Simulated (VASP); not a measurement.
# B (Im-3m) in VASP: single point with PBE

Aim: the single point of B with PBE.

Everything below comes from runs of VASP 6.6.1. Logs are shortened: lines on timing, memory, paths and dates and some standing lists are left out, and cuts for length are marked.

## (1) The cell of the first run

The structure is cubic, space group Im-3m (No. 229). Conventional cell: a = 2.567 Å, b = 2.567 Å, c = 2.567 Å, α = 90.00°, β = 90.00°, γ = 90.00°. B (site symmetry m-3m) has 14 B at 2.22 to 2.57 Å within 2.9 Å.

## (2) Single point, PBE (Al replaced by B, lengths x 0.817, strained)

Input file INCAR:

```
SYSTEM = B
PREC = Accurate
ENCUT = 520
EDIFF = 1E-6
ISMEAR = 0
SIGMA = 0.1
LREAL = .False.
LASPH = .True.
NELM = 60
ALGO = Normal
ISIF = 2
LWAVE = .False.
LCHARG = .False.
GGA = PE
NBANDS = 8
```

Input file KPOINTS:

```
regular mesh
0
Gamma
  22 22 22
  0 0 0
```

Input file POSCAR:

```
B
1.0
   -1.2835158684      1.2835158684      1.2835158684
    1.2835158684     -1.2835158684      1.2835158684
    1.2835158684      1.2835158684     -1.2835158684
B
1
Direct
    0.0000000000      0.0000000000      0.0000000000
```

Potentials or basis: VASP PAW PBE potentials, release 64 (B).

Command:

```bash
$ cat potpaw_PBE.64/B/POTCAR > POTCAR
$ mpirun -np 1 vasp_std > vasp.out
```

OUTCAR:

```text
SYSTEM = B
   PREC = Accurate
   ENCUT = 520
   EDIFF = 1E-6
   ISMEAR = 0
   LREAL = .False.
   LASPH = .True.
   NELM = 60
   ISIF = 2
   GGA = PE

 ion  position               nearest neighbor table
   1  0.000  0.000  0.000-

  LATTYP: Found a body centered cubic cell.
 ALAT       =     2.5670317368

  Lattice vectors:

 A1 = (  -1.2835158684,   1.2835158684,   1.2835158684)
 A2 = (   1.2835158684,  -1.2835158684,   1.2835158684)
 A3 = (   1.2835158684,   1.2835158684,  -1.2835158684)

Analysis of symmetry for initial positions (statically):
=====================================================================
 Subroutine PRICEL returns:
 Original cell was already a primitive cell.

 Routine SETGRP: Setting up the symmetry group for a
 body centered cubic supercell.

 Subroutine GETGRP returns: Found 48 space group operations
 (whereof 48 operations were pure point group operations)
 out of a pool of 48 trial point group operations.

The static configuration has the point symmetry O_h .

Analysis of symmetry for dynamics (positions and initial velocities):
=====================================================================
 Subroutine PRICEL returns:
 Original cell was already a primitive cell.

 Routine SETGRP: Setting up the symmetry group for a
 body centered cubic supercell.

 Subroutine GETGRP returns: Found 48 space group operations
 (whereof 48 operations were pure point group operations)
 out of a pool of 48 trial point group operations.

The dynamic configuration has the point symmetry O_h .

 Subroutine INISYM returns: Found 48 space group operations
 (whereof 48 operations are pure point group operations),
 and found     1 'primitive' translations

----------------------------------------------------------------------------------------

                                     Primitive cell

  volume of cell :       8.4579

  direct lattice vectors                    reciprocal lattice vectors
    -1.283515868  1.283515868  1.283515868     0.000000000  0.389554981  0.389554981
     1.283515868 -1.283515868  1.283515868     0.389554981  0.000000000  0.389554981
     1.283515868  1.283515868 -1.283515868     0.389554981  0.389554981  0.000000000

  length of vectors
     2.223114696  2.223114696  2.223114696     0.550913938  0.550913938  0.550913938

  position of ions in fractional coordinates (direct lattice)
     0.000000000  0.000000000  0.000000000

  ion indices of the primitive-cell ions
   primitive index   ion index
                 1           1

----------------------------------------------------------------------------------------

 KPOINTS: regular mesh

Automatic generation of k-mesh.
 Grid dimensions read from file:
 generate k-points for:   22   22   22

 Generating k-lattice:

  Cartesian coordinates                     Fractional coordinates (reciprocal lattice)
     0.000000000  0.017707045  0.017707045     0.045454545  0.000000000  0.000000000
     0.017707045  0.000000000  0.017707045     0.000000000  0.045454545  0.000000000
     0.017707045  0.017707045  0.000000000     0.000000000  0.000000000  0.045454545

  Length of vectors
     0.025041543  0.025041543  0.025041543

  Shift w.r.t. Gamma in fractional coordinates (k-lattice)
     0.000000000  0.000000000  0.000000000

 Subroutine IBZKPT returns following result:
 ===========================================

 Found    328 irreducible k-points:

 Following reciprocal coordinates:
            Coordinates               Weight
  0.000000  0.000000  0.000000      1.000000
  0.045455  0.000000  0.000000     12.000000
  0.090909  0.000000  0.000000     12.000000
  0.136364  0.000000  0.000000     12.000000
  0.181818  0.000000  0.000000     12.000000
  0.227273  0.000000  0.000000     12.000000
[... 16 lines left out ...]
  0.090909  0.090909  0.000000     24.000000
  0.136364  0.090909  0.000000     48.000000
 [... further k-points ...]
   k-points           NKPTS =    328   k-points in BZ     NKDIM =    328   number of bands    NBANDS=      8
   number of dos      NEDOS =    301   number of ions     NIONS =      1
   total plane-waves  NPLWV =   5832
   dimension x,y,z NGX =    18 NGY =   18 NGZ =   18
   dimension x,y,z NGXF=    36 NGYF=   36 NGZF=   36
   ions per type =               1
   NGX,Y,Z   is equivalent  to a cutoff of  13.46, 13.46, 13.46 a.u.
   NGXF,Y,Z  is equivalent  to a cutoff of  26.92, 26.92, 26.92 a.u.
 SYSTEM =  B
   PREC   = accura    normal or accurate (medium, high low for compatibility)
   ISTART =      0    job   : 0-new  1-cont  2-samecut
   ICHARG =      2    charge: 1-file 2-atom 10-const
   ISPIN  =      1    spin polarized calculation?
   LNONCOLLINEAR =      F non collinear calculations
   LSORBIT =      F    spin-orbit coupling
   LASPH  =      T    aspherical Exc in radial PAW
   ENCUT  =  520.0 eV  38.22 Ry    6.18 a.u.   4.13  4.13  4.13*2*pi/ulx,y,z
   NELM   =     60;   NELMIN=  2; NELMDL= -5     # of ELM steps
   EDIFF  = 0.1E-05   stopping-criterion for ELM
   LREAL  =      F    real-space projection
   EDIFFG = 0.1E-04   stopping-criterion for IOM
   NSW    =      0    number of steps for IOM
   IBRION =     -1    ionic relax: 0-MD 1-quasi-New 2-CG
   NFREE  =      0    steps in history (QN), initial steepest desc. (CG)
   ISIF   =      2    stress and relaxation
   ISYM   =      2    0-nonsym 1-usesym 2-fastsym
   POTIM  = 0.5000    time-step for ionic-motion
   TEBEG  =    0.0;   TEEND  =   0.0 temperature during run
   PSTRESS=    0.0 pullay stress
   NELECT =       3.0000    total number of electrons
   NUPDOWN=      -1.0000    fix difference up-down
   EMIN   =  10.00;   EMAX   =-10.00  energy-range for DOS
   EFERMI =   0.00;   METHOD = LEGACY
   ISMEAR =     0;   SIGMA  =   0.10  broadening in eV -4-tet -1-fermi 0-gaus
   EFERMI_NEDOS =   21; number of points for ismear=-14 and -15
   IALGO  =     38    algorithm
   IMIX   =      4    mixing-type and parameters
     AMIX     =   0.40;   BMIX     =  1.00
     AMIX_MAG =   1.60;   BMIX_MAG =  1.00
  volume/ion in A,a.u.               =       8.46        57.08
  Fermi-wavevector in a.u.,A,eV,Ry     =   1.158850  2.189910 18.271727  1.342934
  Thomas-Fermi vector in A             =   2.295449
   LORBIT       =      0    0 simple, 1 ext, 2 COOP (PROOUT), +10 PAW based schemes
   GGA     = PE    functional components
   LHFCALC =     F    Hartree Fock is set to
   AEXX    =    0.0000 exact exchange contribution
   IVDW    =     0    specifies the selected vdW correction
   LEPSILON=     F    determine dielectric tensor
   LRPA    =     F    only Hartree local field effects (RPA)
 non-spin polarized calculation
 Gauss-broadening in eV      SIGMA  =   0.10
  energy-cutoff  :      520.00
  volume of cell :        8.46
 maximum number of plane-waves:       236
 NGX is ok and might be reduce to    18
   NGX =  9   NGY =  9   NGZ =  9

 number of electron       3.0000000 magnetization

 Free energy of the ion-electron system (eV)
  ---------------------------------------------------
  ext. energy  EPLUGINS =         0.00000000
  ---------------------------------------------------
  free energy    TOTEN  =        -4.65321018 eV

  energy without entropy =       -4.65153996  energy(sigma->0) =       -4.65237507

 E-fermi :   6.2106     XC(G=0): -11.5659

 val. band max:        6.1761887655   @ k =  -0.3636  -0.4545   0.1818
 cond. band min:       6.2144673122   @ k =  -0.4091  -0.4545   0.2727
 fundamental gap:      0.0382785467
 Fermi energy:         6.2105740275

 k-point     1 :       0.0000    0.0000    0.0000
  band No.  band energies     occupation
      1      -8.6868      2.00000
      2      18.0343      0.00000
      3      18.0343      0.00000
      4      18.0343      0.00000
      5      34.7410      0.00000
      6      34.7410      0.00000
      7      34.7410      0.00000
      8      38.0832      0.00000

 k-point     2 :       0.0455    0.0000    0.0000
  band No.  band energies     occupation
      1      -8.6082      2.00000
      2      17.8041      0.00000
      3      17.8775      0.00000
      4      17.9987      0.00000
      5      34.0651      0.00000
      6      34.0835      0.00000
      7      35.0725      0.00000
      8      36.8728      0.00000

 k-point     3 :       0.0909    0.0000    0.0000
  band No.  band energies     occupation
      1      -8.3722      2.00000
      2      17.1125      0.00000
      3      17.4458      0.00000
      4      17.8935      0.00000
      5      32.3063      0.00000
      6      32.7286      0.00000
      7      36.0284      0.00000
      8      36.4906      0.00000

 k-point     4 :       0.1364    0.0000    0.0000
  band No.  band energies     occupation
      1      -7.9791      2.00000
      2      15.9722      0.00000
      3      16.8299      0.00000
      4      17.7251      0.00000
      5      30.5523      0.00000
      6      31.3224      0.00000
      7      35.8813      0.00000
      8      37.3839      0.00000

 k-point     5 :       0.1818    0.0000    0.0000
  band No.  band energies     occupation
      1      -7.4296      2.00000
      2      14.4407      0.00000
      3      16.1274      0.00000
      4      17.5049      0.00000
      5      29.1965      0.00000
      6      30.0127      0.00000
      7      35.5772      0.00000
      8      38.2872      0.00000

 k-point     6 :       0.2273    0.0000    0.0000
  band No.  band energies     occupation
      1      -6.7245      2.00000
      2      12.6235      0.00000
      3      15.4171      0.00000
      4      17.2501      0.00000
      5      28.2426      0.00000
      6      28.8501      0.00000
      7      35.5740      0.00000
      8      39.3390      0.00000

 k-point     7 :       0.2727    0.0000    0.0000
  band No.  band energies     occupation
      1      -5.8658      2.00000
      2      10.6431      0.00000
      3      14.7545      0.00000
      4      16.9823      0.00000
      5      27.6105      0.00000
      6      27.8538      0.00000
      7      35.8495      0.00000
      8      40.2265      0.00000

 k-point     8 :       0.3182    0.0000    0.0000
  band No.  band energies     occupation
      1      -4.8569      2.00000
      2       8.6070      0.00000
      3      14.1769      0.00000
      4      16.7250      0.00000
      5      27.0330      0.00000
      6      27.2131      0.00000
      7      36.3657      0.00000
      8      40.4479      0.00000

 k-point     9 :       0.3636    0.0000    0.0000
  band No.  band energies     occupation
      1      -3.7053      2.00000
      2       6.5968      0.00000
      3      13.7082      0.00000
      4      16.4997      0.00000
      5      26.3914      0.00000
      6      26.9776      0.00000
      7      37.0629      0.00000
      8      40.2658      0.00000

 k-point    10 :       0.4091    0.0000    0.0000
  band No.  band energies     occupation
      1      -2.4302      2.00000
      2       4.6802      2.00000
      3      13.3641      0.00000
      4      16.3250      0.00000
      5      25.9316      0.00000
      6      26.8490      0.00000
      7      37.8393      0.00000
      8      40.0313      0.00000
[... 78 lines left out ...]
 k-point    18 :       0.2727    0.0455    0.0000
  band No.  band energies     occupation
      1      -5.3210      2.00000
      2       9.6686      0.00000
      3      14.2566      0.00000
      4      16.6285      0.00000
      5      27.4665      0.00000
      6      27.6503      0.00000
      7      36.0021      0.00000
      8      40.6480      0.00000

 k-point    19 :       0.3182    0.0455    0.0000
  band No.  band energies     occupation
      1      -4.2393      2.00000
      2       7.6416      0.00000
      3      13.7257      0.00000
      4      16.3643      0.00000
      5      26.9454      0.00000
      6      27.2249      0.00000
      7      36.5887      0.00000
      8      40.4277      0.00000

 k-point    20 :       0.3636    0.0455    0.0000
  band No.  band energies     occupation
      1      -3.0218      2.00000
      2       5.6719      2.00000
      3      13.3157      0.00000
      4      16.1461      0.00000
      5      26.4458      0.00000
      6      27.0656      0.00000
      7      37.3152      0.00000
      8      40.1012      0.00000

 k-point    21 :       0.4091    0.0455    0.0000
  band No.  band energies     occupation
      1      -1.7034      2.00000
      2       3.8336      2.00000
      3      13.0371      0.00000
      4      15.9910      0.00000
      5      26.1075      0.00000
      6      26.9894      0.00000
      7      38.0707      0.00000
      8      39.7864      0.00000

 k-point    22 :       0.4545    0.0455    0.0000
  band No.  band energies     occupation
      1      -0.4702      2.00000
      2       2.3355      2.00000
      3      12.8964      0.00000
      4      15.9106      0.00000
      5      25.9375      0.00000
      6      26.9601      0.00000
      7      38.6614      0.00000
      8      39.5144      0.00000

 k-point    23 :       0.0909    0.0909    0.0000
  band No.  band energies     occupation
      1      -7.7435      2.00000
      2      15.5696      0.00000
      3      16.4258      0.00000
      4      17.3551      0.00000
      5      30.0482      0.00000
      6      30.7220      0.00000
      7      35.4233      0.00000
      8      37.8624      0.00000

 k-point    24 :       0.1364    0.0909    0.0000
  band No.  band energies     occupation
      1      -7.1941      2.00000
      2      14.3391      0.00000
      3      15.5012      0.00000
      4      17.0248      0.00000
      5      29.0496      0.00000
      6      29.8150      0.00000
      7      35.4197      0.00000
      8      38.8750      0.00000

 [... further k-points ...]

------------------------ aborting loop because EDIFF is reached ----------------------------------------

  FORCE on cell =-STRESS in cart. coord.  units (eV):
  Direction    XX          YY          ZZ          XY          YZ          ZX
  --------------------------------------------------------------------------------------
  -------------------------------------------------------------------------------------
  Total       -1.8663815     -1.8663815     -1.8663815     -0.0000000      0.0000000      0.0000000
  in kB     -353.5471032   -353.5471032   -353.5471032     -0.0000000      0.0000000      0.0000000
  external PRESSURE =    -353.5471032 kB  Pullay stress =       0.0000000 kB

 VOLUME and BASIS-vectors are now :
 -----------------------------------------------------------------------------
  energy-cutoff  :      520.00
  volume of cell :        8.46
      direct lattice vectors                 reciprocal lattice vectors
    -1.283515868  1.283515868  1.283515868     0.000000000  0.389554981  0.389554981
     1.283515868 -1.283515868  1.283515868     0.389554981  0.000000000  0.389554981
     1.283515868  1.283515868 -1.283515868     0.389554981  0.389554981  0.000000000

 POSITION                                       TOTAL-FORCE (eV/Angst)
 -----------------------------------------------------------------------------------
      0.00000      0.00000      0.00000         0.000000      0.000000     -0.000000
 -----------------------------------------------------------------------------------
    total drift:                                0.000000     -0.000000      0.000000

  FREE ENERGIE OF THE ION-ELECTRON SYSTEM (eV)
  ---------------------------------------------------
  free  energy   TOTEN  =        -4.6532101802 eV

  energy  without entropy=       -4.6515399595  energy(sigma->0) =       -4.65237507
```

It took 7 s on 1 thread of Intel Xeon 6975P-C (Granite Rapids), shared host; peak memory 0.12 GiB.

Results:

```yaml
Free_energy: -4.6532 eV
Pressure: -35.4 GPa
```

Caveat: the cell differs from its parent crystal (Al replaced by B, lengths x 0.817, strained).
